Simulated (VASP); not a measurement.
# Ge2Sb2Se (Cmmm) in VASP: further runs

Ge2Sb2Se is run at these levels: PBE; tasks: single point, relaxation of cell and atoms.

Program: VASP 6.6.1. These are calculated values, not measurements. Logs are shortened: lines on timing, memory, paths and dates and some standing lists are left out, and cuts for length are marked.

**1. The cell of the first run**

Symmetry: Cmmm, No. 65, orthorhombic system. Conventional cell: a = 3.674 Å, b = 19.050 Å, c = 3.425 Å, α = 90.00°, β = 90.00°, γ = 90.00°. Within 3.8 Å of Ge (site symmetry m2m) lie 4 Se at 2.92 Å and 5 Ge at 2.99 to 3.67 Å and 4 Sb at 3.26 Å. Sb (site symmetry m2m) has 6 Sb at 3.01 to 3.67 Å and 4 Ge at 3.26 Å and 1 Se at 3.57 Å within 4.0 Å. Se (site symmetry mmm) has 8 Ge at 2.92 Å and 4 Se at 3.43 to 3.67 Å and 2 Sb at 3.57 Å within 3.8 Å.

The cell was built from a structure type or drawn by symmetry, and may not be a known phase.

**2. Single point, PBE**

The input, INCAR:

```
SYSTEM = Ge2Sb2Se
PREC     = Accurate       ! precision mode
ENCUT    = 520            ! plane-wave cutoff, eV
EDIFF    = 1E-6           ! SCF threshold, eV
ISMEAR   = 0              ! smearing method
SIGMA    = 0.1            ! smearing width, eV
LREAL    = .False.        ! projectors in reciprocal space
LASPH    = .True.         ! aspherical terms in the spheres
NELM     = 60             ! most SCF steps
ALGO     = Normal         ! electronic algorithm
ISIF     = 2              ! what is computed and relaxed
LWAVE    = .False.        ! write WAVECAR
LCHARG   = .False.        ! write CHGCAR
GGA      = PE             ! functional
NBANDS   = 30             ! bands
```

The input, KPOINTS:

```
regular mesh
0
Gamma
  4 4 6
  0 0 0
```

The input, POSCAR:

```
Ge2Sb2Se
1.0
    1.8368798098     -9.5251792596      0.0000000000
    1.8368798098      9.5251792596      0.0000000000
    0.0000000000      0.0000000000      3.4253862605
Ge Sb Se
2 2 1
Direct
    0.5783761386      0.4216238614      0.5000000000
    0.4216238614      0.5783761386      0.5000000000
    0.8126956462      0.1873043538      0.0000000000
    0.1873043538      0.8126956462      0.0000000000
    0.0000000000      0.0000000000      0.0000000000
```

Potentials or basis: VASP PAW PBE potentials, release 64 (Ge_d, Sb, Se).

On the command line:

```
$ cat potpaw_PBE.64/Ge_d/POTCAR potpaw_PBE.64/Sb/POTCAR potpaw_PBE.64/Se/POTCAR > POTCAR
$ mpirun -np 1 vasp_std > vasp.out
```

OUTCAR:

```text
SYSTEM = Ge2Sb2Se
   PREC = Accurate
   ENCUT = 520
   EDIFF = 1E-6
   ISMEAR = 0
   LREAL = .False.
   LASPH = .True.
   NELM = 60
   ISIF = 2
   GGA = PE

 ion  position               nearest neighbor table
   1  0.578  0.422  0.500-   4 3.26   4 3.26   4 3.26   4 3.26
   2  0.422  0.578  0.500-   3 3.26   3 3.26   3 3.26   3 3.26
   3  0.813  0.187  0.000-   4 3.01   4 3.01   2 3.26   2 3.26   2 3.26   2 3.26
   4  0.187  0.813  0.000-   3 3.01   3 3.01   1 3.26   1 3.26   1 3.26   1 3.26
   5  0.000  0.000  0.000-

  LATTYP: Found a base centered orthorhombic cell.
 ALAT       =     3.6737596196
 B/A-ratio  =     5.1855212349
 C/A-ratio  =     0.9323925937

  Lattice vectors:

 A1 = (   1.8368798098,  -9.5251792596,   0.0000000000)
 A2 = (   1.8368798098,   9.5251792596,   0.0000000000)
 A3 = (   0.0000000000,   0.0000000000,   3.4253862605)

Analysis of symmetry for initial positions (statically):
=====================================================================
 Subroutine PRICEL returns:
 Original cell was already a primitive cell.

 Routine SETGRP: Setting up the symmetry group for a
 base centered orthorhombic supercell.

 Subroutine GETGRP returns: Found  8 space group operations
 (whereof  8 operations were pure point group operations)
 out of a pool of  8 trial point group operations.

The static configuration has the point symmetry D_2h.

Analysis of symmetry for dynamics (positions and initial velocities):
=====================================================================
 Subroutine PRICEL returns:
 Original cell was already a primitive cell.

 Routine SETGRP: Setting up the symmetry group for a
 base centered orthorhombic supercell.

 Subroutine GETGRP returns: Found  8 space group operations
 (whereof  8 operations were pure point group operations)
 out of a pool of  8 trial point group operations.

The dynamic configuration has the point symmetry D_2h.

 Subroutine INISYM returns: Found  8 space group operations
 (whereof  8 operations are pure point group operations),
 and found     1 'primitive' translations

----------------------------------------------------------------------------------------

                                     Primitive cell

  volume of cell :     119.8653

  direct lattice vectors                    reciprocal lattice vectors
     1.836879810 -9.525179260  0.000000000     0.272200716 -0.052492450  0.000000000
     1.836879810  9.525179260  0.000000000     0.272200716  0.052492450  0.000000000
     0.000000000  0.000000000  3.425386260     0.000000000  0.000000000  0.291937879

  length of vectors
     9.700678706  9.700678706  3.425386260     0.277215958  0.277215958  0.291937879

  position of ions in fractional coordinates (direct lattice)
     0.578376139  0.421623861  0.500000000
     0.421623861  0.578376139  0.500000000
     0.812695646  0.187304354  0.000000000
     0.187304354  0.812695646  0.000000000
     0.000000000  0.000000000  0.000000000

  ion indices of the primitive-cell ions
   primitive index   ion index
                 1           1
                 2           2
                 3           3
                 4           4
                 5           5

----------------------------------------------------------------------------------------

 KPOINTS: regular mesh

Automatic generation of k-mesh.
 Grid dimensions read from file:
 generate k-points for:    4    4    6

 Generating k-lattice:

  Cartesian coordinates                     Fractional coordinates (reciprocal lattice)
     0.068050179 -0.013123113  0.000000000     0.250000000 -0.000000000  0.000000000
     0.068050179  0.013123113  0.000000000    -0.000000000  0.250000000  0.000000000
     0.000000000  0.000000000  0.048656313     0.000000000  0.000000000  0.166666667

  Length of vectors
     0.069303989  0.069303989  0.048656313

  Shift w.r.t. Gamma in fractional coordinates (k-lattice)
     0.000000000  0.000000000  0.000000000

 Subroutine IBZKPT returns following result:
 ===========================================

 Found     28 irreducible k-points:

 Following reciprocal coordinates:
            Coordinates               Weight
  0.000000  0.000000  0.000000      1.000000
  0.250000  0.000000  0.000000      4.000000
  0.500000  0.000000  0.000000      2.000000
  0.250000  0.250000  0.000000      2.000000
  0.500000  0.250000  0.000000      4.000000
 -0.250000  0.250000  0.000000      2.000000
[... 16 lines left out ...]
  0.250000  0.000000  0.500000      4.000000
  0.500000  0.000000  0.500000      2.000000
 [... further k-points ...]
   k-points           NKPTS =     28   k-points in BZ     NKDIM =     28   number of bands    NBANDS=     30
   number of dos      NEDOS =    301   number of ions     NIONS =      5
   total plane-waves  NPLWV = 145152
   dimension x,y,z NGX =    72 NGY =   72 NGZ =   28
   dimension x,y,z NGXF=   144 NGYF=  144 NGZF=   56
   ions per type =               2   2   1
   NGX,Y,Z   is equivalent  to a cutoff of  12.34, 12.34, 13.59 a.u.
   NGXF,Y,Z  is equivalent  to a cutoff of  24.68, 24.68, 27.18 a.u.
 SYSTEM =  Ge2Sb2Se
   PREC   = accura    normal or accurate (medium, high low for compatibility)
   ISTART =      0    job   : 0-new  1-cont  2-samecut
   ICHARG =      2    charge: 1-file 2-atom 10-const
   ISPIN  =      1    spin polarized calculation?
   LNONCOLLINEAR =      F non collinear calculations
   LSORBIT =      F    spin-orbit coupling
   LASPH  =      T    aspherical Exc in radial PAW
   ENCUT  =  520.0 eV  38.22 Ry    6.18 a.u.  18.04 18.04  6.37*2*pi/ulx,y,z
   NELM   =     60;   NELMIN=  2; NELMDL= -5     # of ELM steps
   EDIFF  = 0.1E-05   stopping-criterion for ELM
   LREAL  =      F    real-space projection
   EDIFFG = 0.1E-04   stopping-criterion for IOM
   NSW    =      0    number of steps for IOM
   IBRION =     -1    ionic relax: 0-MD 1-quasi-New 2-CG
   NFREE  =      0    steps in history (QN), initial steepest desc. (CG)
   ISIF   =      2    stress and relaxation
   ISYM   =      2    0-nonsym 1-usesym 2-fastsym
   POTIM  = 0.5000    time-step for ionic-motion
   TEBEG  =    0.0;   TEEND  =   0.0 temperature during run
   PSTRESS=    0.0 pullay stress
   NELECT =      44.0000    total number of electrons
   NUPDOWN=      -1.0000    fix difference up-down
   EMIN   =  10.00;   EMAX   =-10.00  energy-range for DOS
   EFERMI =   0.00;   METHOD = LEGACY
   ISMEAR =     0;   SIGMA  =   0.10  broadening in eV -4-tet -1-fermi 0-gaus
   EFERMI_NEDOS =   21; number of points for ismear=-14 and -15
   IALGO  =     38    algorithm
   IMIX   =      4    mixing-type and parameters
     AMIX     =   0.40;   BMIX     =  1.00
     AMIX_MAG =   1.60;   BMIX_MAG =  1.00
  volume/ion in A,a.u.               =      23.97       161.78
  Fermi-wavevector in a.u.,A,eV,Ry     =   1.172181  2.215100 18.694509  1.374008
  Thomas-Fermi vector in A             =   2.308613
   LORBIT       =      0    0 simple, 1 ext, 2 COOP (PROOUT), +10 PAW based schemes
   GGA     = PE    functional components
   LHFCALC =     F    Hartree Fock is set to
   AEXX    =    0.0000 exact exchange contribution
   IVDW    =     0    specifies the selected vdW correction
   LEPSILON=     F    determine dielectric tensor
   LRPA    =     F    only Hartree local field effects (RPA)
 non-spin polarized calculation
 Gauss-broadening in eV      SIGMA  =   0.10
  energy-cutoff  :      520.00
  volume of cell :      119.87
 maximum number of plane-waves:      3246
   NGX = 37   NGY = 37   NGZ = 13

 number of electron      44.0000012 magnetization

 Free energy of the ion-electron system (eV)
  ---------------------------------------------------
  ext. energy  EPLUGINS =         0.00000000
  ---------------------------------------------------
  free energy    TOTEN  =       -19.79031742 eV

  energy without entropy =      -19.78104768  energy(sigma->0) =      -19.78568255

 E-fermi :   6.7217     XC(G=0): -10.2837

 val. band max:        6.6771329061   @ k =   0.2500   0.2500   0.0000
 cond. band min:       6.7326703713   @ k =   0.2500   0.0000   0.5000
 fundamental gap:      0.0555374652
 Fermi energy:         6.7217387588

 k-point     1 :       0.0000    0.0000    0.0000
  band No.  band energies     occupation
      1     -18.3011      2.00000
      2     -18.2952      2.00000
      3     -18.2875      2.00000
      4     -18.2837      2.00000
      5     -18.2786      2.00000
      6     -18.2769      2.00000
[... 22 lines left out ...]
     29      11.8095      0.00000
     30      11.8891      0.00000

 k-point     2 :       0.2500    0.0000    0.0000
  band No.  band energies     occupation
      1     -18.2951      2.00000
      2     -18.2902      2.00000
      3     -18.2873      2.00000
      4     -18.2870      2.00000
      5     -18.2806      2.00000
      6     -18.2786      2.00000
[... 22 lines left out ...]
     29      11.5082      0.00000
     30      11.6122      0.00000

 k-point     3 :       0.5000    0.0000    0.0000
  band No.  band energies     occupation
      1     -18.2906      2.00000
      2     -18.2894      2.00000
      3     -18.2864      2.00000
      4     -18.2854      2.00000
      5     -18.2826      2.00000
      6     -18.2803      2.00000
[... 22 lines left out ...]
     29      11.0862      0.00000
     30      11.4043      0.00000

 k-point     4 :       0.2500    0.2500    0.0000
  band No.  band energies     occupation
      1     -18.2906      2.00000
      2     -18.2894      2.00000
      3     -18.2864      2.00000
      4     -18.2854      2.00000
      5     -18.2826      2.00000
      6     -18.2803      2.00000
[... 616 lines left out ...]
     29      10.4811      0.00000
     30      11.4519      0.00000

 k-point    23 :       0.2500    0.0000    0.5000
  band No.  band energies     occupation
      1     -18.2932      2.00000
      2     -18.2909      2.00000
      3     -18.2873      2.00000
      4     -18.2850      2.00000
      5     -18.2767      2.00000
      6     -18.2753      2.00000
[... 22 lines left out ...]
     29      10.2048      0.00000
     30      10.8614      0.00000

 k-point    24 :       0.5000    0.0000    0.5000
  band No.  band energies     occupation
      1     -18.2945      2.00000
      2     -18.2900      2.00000
      3     -18.2885      2.00000
      4     -18.2877      2.00000
      5     -18.2744      2.00000
      6     -18.2706      2.00000
[... 22 lines left out ...]
     29       9.6043      0.00000
     30      10.8466      0.00000

 [... further k-points ...]

------------------------ aborting loop because EDIFF is reached ----------------------------------------

  FORCE on cell =-STRESS in cart. coord.  units (eV):
  Direction    XX          YY          ZZ          XY          YZ          ZX
  --------------------------------------------------------------------------------------
  -------------------------------------------------------------------------------------
  Total        0.1015045      0.0737065      0.1531854     -0.0000000      0.0000000      0.0000000
  in kB        1.3567584      0.9851965      2.0475503     -0.0000000      0.0000000      0.0000000
  external PRESSURE =       1.4631684 kB  Pullay stress =       0.0000000 kB

 VOLUME and BASIS-vectors are now :
 -----------------------------------------------------------------------------
  energy-cutoff  :      520.00
  volume of cell :      119.87
      direct lattice vectors                 reciprocal lattice vectors
     1.836879810 -9.525179260  0.000000000     0.272200716 -0.052492450  0.000000000
     1.836879810  9.525179260  0.000000000     0.272200716  0.052492450  0.000000000
     0.000000000  0.000000000  3.425386260     0.000000000  0.000000000  0.291937879

 POSITION                                       TOTAL-FORCE (eV/Angst)
 -----------------------------------------------------------------------------------
      1.83688     -1.49309      1.71269         0.000000     -0.011128     -0.000000
      1.83688      1.49309      1.71269         0.000000      0.011128      0.000000
      1.83688     -5.95696      0.00000         0.000000      0.027256      0.000000
      1.83688      5.95696      0.00000         0.000000     -0.027256     -0.000000
      0.00000      0.00000      0.00000         0.000000      0.000000      0.000000
 -----------------------------------------------------------------------------------
    total drift:                                0.000000     -0.000000     -0.000000

  FREE ENERGIE OF THE ION-ELECTRON SYSTEM (eV)
  ---------------------------------------------------
  free  energy   TOTEN  =       -19.7903174212 eV

  energy  without entropy=      -19.7810476775  energy(sigma->0) =      -19.78568255
```

Wall time 2.5 min (1 thread of Intel Xeon Platinum 8259CL at 2.50GHz (Skylake/Cascade Lake), shared host); peak memory 0.41 GiB.

Results:

```
Free energy            : -19.7903 eV
Pressure               : 0.1 GPa
Largest force          : 0.027 eV/Å
Band gap on the k mesh : zero (bands 22 and 23 overlap by 2.87 eV)
```

Forces in eV/Å, atoms in the order of the input:
```
Ge   0.000 -0.011  0.000
Ge   0.000  0.011  0.000
Sb   0.000  0.027  0.000
Sb   0.000 -0.027  0.000
Se   0.000  0.000  0.000
```

Levels at points of the mesh, in eV from the Fermi level:
| k point | band 18 | band 19 | band 20 | band 21 | band 22 | band 23 | band 24 | band 25 |
| --- | --- | --- | --- | --- | --- | --- | --- | --- |
| (0.00, 0.00, 0.00) | -1.98 | -1.27 | -0.73 | 1.27 | 1.55 | 1.63 | 1.82 | 1.86 |
| (0.50, 0.00, 0.00) | -4.09 | -1.80 | -1.08 | -0.73 | 1.17 | 1.99 | 2.37 | 3.13 |
| (0.50, 0.50, 0.00) | -1.97 | -0.96 | -0.75 | -0.35 | 0.52 | 0.88 | 2.77 | 3.58 |
| (0.00, 0.00, 0.50) | -3.18 | -2.10 | -1.99 | -1.41 | 0.88 | 1.15 | 1.46 | 1.77 |
| (0.50, 0.00, 0.50) | -3.68 | -3.57 | -3.55 | -3.03 | -2.08 | -1.32 | -1.28 | -0.23 |
| (0.50, 0.50, 0.50) | -4.09 | -1.42 | -0.79 | -0.78 | -0.59 | 0.93 | 1.46 | 2.55 |

Caveat: the k points lie up to 0.44 Å⁻¹ apart, too coarse for converged energies and pressures of a metal; spin-orbit coupling is left out, which moves the levels of the heavy elements.

**3. Relaxation of cell and atoms, PBE**

This run uses another cell than the first one, of 24.37 Å³/atom.

The input, INCAR:

```
SYSTEM = Ge2Sb2Se
PREC     = Accurate       ! precision mode
ENCUT    = 600            ! plane-wave cutoff, eV
EDIFF    = 1E-6           ! SCF threshold, eV
ISMEAR   = 0              ! smearing method
SIGMA    = 0.1            ! smearing width, eV
LREAL    = .False.        ! projectors in reciprocal space
LASPH    = .True.         ! aspherical terms in the spheres
NELM     = 100            ! most SCF steps
ALGO     = Normal         ! electronic algorithm
ISIF     = 3              ! what is computed and relaxed
LWAVE    = .False.        ! write WAVECAR
LCHARG   = .False.        ! write CHGCAR
GGA      = PE             ! functional
IBRION   = 2              ! ionic algorithm
NSW      = 90             ! ionic steps
EDIFFG   = -0.04          ! ionic threshold
```

KPOINTS is that of step 2.

The input, POSCAR:

```
Ge2Sb2Se
1.0
    1.9917162558     -8.6311573550      0.0000000000
    1.9917162558      8.6311573550      0.0000000000
    0.0000000000      0.0000000000      3.5442322542
Ge Sb Se
2 2 1
Direct
    0.5842544878      0.4157455122      0.5000000000
    0.4157455122      0.5842544878      0.5000000000
    0.8216513362      0.1783486638      0.0000000000
    0.1783486638      0.8216513362      0.0000000000
    0.0000000000      0.0000000000      0.0000000000
```

Potentials or basis: VASP PAW PBE potentials, release 64 (Ge_d, Sb, Se).

On the command line:

```
$ cat potpaw_PBE.64/Ge_d/POTCAR potpaw_PBE.64/Sb/POTCAR potpaw_PBE.64/Se/POTCAR > POTCAR
$ mpirun -np 1 vasp_std > vasp.out
```

It took 48 min on 1 thread of Intel Xeon Platinum 8259CL at 2.50GHz (Skylake/Cascade Lake), shared host; peak memory 0.45 GiB.

Results (log left out):

| Property | Result |
| --- | --- |
| Free energy | -19.7897 eV |
| Relaxed volume | 24.07 Å³/atom |
| Relaxed cell | a = 9.736 Å, b = 9.736 Å, c = 3.448 Å, α = 90.00°, β = 90.00°, γ = 158.39° |
| Space group after relaxing (to 0.1 Å) | Cmmm (No. 65) |
| Energy gained by relaxing | 45.5 meV/atom |
| Ionic steps | 34 |
| Pressure after relaxing | 0.0 GPa |
| Largest force after relaxing | 0.008 eV/Å |
| Band gap on the k mesh | zero (bands 22 and 23 overlap by 2.89 eV) |

Forces in eV/Å, atoms in the order of the input:
```
Ge   0.000 -0.006  0.000
Ge   0.000  0.006  0.000
Sb   0.000  0.008  0.000
Sb   0.000 -0.008  0.000
Se   0.000  0.000  0.000
```

Stress tensor (GPa, compression positive):
```
 0.17  0.00  0.00
 0.00 -0.10  0.00
 0.00  0.00 -0.20
```

Step by step:
```tsv
step	energy change (eV)	largest force (eV/Å)	pressure (GPa)	volume (Å³)
1	0.0000	0.1662	0.08	121.86
2	-0.0056	0.1472	-0.04	122.07
3	-0.0145	0.0817	-0.41	122.70
4	-0.0199	0.0819	-0.34	122.27
5	-0.0387	0.0344	0.01	120.97
6	-0.0509	0.1880	1.28	118.34
7	-0.0531	0.0999	0.76	119.33
8	-0.0536	0.1240	0.92	119.00
9	-0.0555	0.1366	0.94	118.91
10	-0.0592	0.1776	1.05	118.66
11	-0.0616	0.2730	1.38	118.12
12	-0.0707	0.2655	1.20	118.40
13	-0.0987	0.3004	0.67	119.22
14	-0.1366	0.3788	-0.34	120.83
15	-0.1073	0.4317	-1.75	123.90
16	-0.1402	0.4180	-0.91	121.81
17	-0.1406	0.4097	-0.81	121.57
18	-0.1506	0.4068	-0.67	121.11
19	-0.1655	0.3664	-0.16	119.74
20	-0.1657	0.3578	0.03	119.49
21	-0.1768	0.3288	0.04	119.30
22	-0.2021	0.2209	0.44	118.74
23	-0.2059	0.0889	1.14	117.61
24	-0.2124	0.0790	0.78	118.13
25	-0.2186	0.1064	-0.33	120.52
26	-0.2189	0.0982	-0.26	120.13
27	-0.2189	0.0949	-0.13	119.98
28	-0.2189	0.0963	-0.15	120.04
29	-0.2217	0.0945	-0.13	120.00
30	-0.2251	0.0667	0.01	119.88
31	-0.2252	0.0748	-0.02	119.90
32	-0.2267	0.0044	0.19	119.75
33	-0.2267	0.0066	0.13	119.75
34	-0.2276	0.0085	-0.04	120.34
```

Final structure:
```
Ge Sb Se
1.0
     1.82486   -9.56313    0.00000
     1.82486    9.56313    0.00000
     0.00000    0.00000    3.44780
Ge Sb Se
2 2 1
Direct
  0.57850 0.42150 0.50000
  0.42150 0.57850 0.50000
  0.81298 0.18702 0.00000
  0.18702 0.81298 0.00000
  0.00000 0.00000 0.00000
```

Levels at points of the mesh, in eV from the Fermi level:
| k point | band 17 | band 18 | band 19 | band 20 | band 21 | band 22 | band 23 | band 24 | band 25 | band 26 |
| --- | --- | --- | --- | --- | --- | --- | --- | --- | --- | --- |
| (0.00, 0.00, 0.00) | -2.95 | -2.05 | -1.25 | -0.58 | 1.17 | 1.59 | 1.69 | 1.73 | 1.90 | 2.45 |
| (0.50, 0.00, 0.00) | -4.44 | -4.07 | -1.80 | -1.11 | -0.78 | 1.12 | 1.94 | 2.32 | 3.05 | 3.09 |
| (0.50, 0.50, 0.00) | -2.58 | -2.04 | -0.91 | -0.71 | -0.21 | 0.64 | 0.78 | 2.64 | 3.58 | 3.65 |
| (0.00, 0.00, 0.50) | -4.10 | -3.21 | -2.10 | -1.97 | -1.33 | 0.99 | 1.23 | 1.58 | 1.88 | 2.14 |
| (0.50, 0.00, 0.50) | -5.79 | -3.63 | -3.58 | -3.54 | -2.96 | -2.11 | -1.30 | -1.25 | -0.22 | 0.94 |
| (0.50, 0.50, 0.50) | -4.48 | -4.06 | -1.33 | -0.84 | -0.75 | -0.53 | 1.04 | 1.57 | 2.96 | 3.45 |

Caveat: the k points lie up to 0.44 Å⁻¹ apart in the final cell, too coarse for converged energies and pressures of a metal; spin-orbit coupling is left out, which moves the levels of the heavy elements.
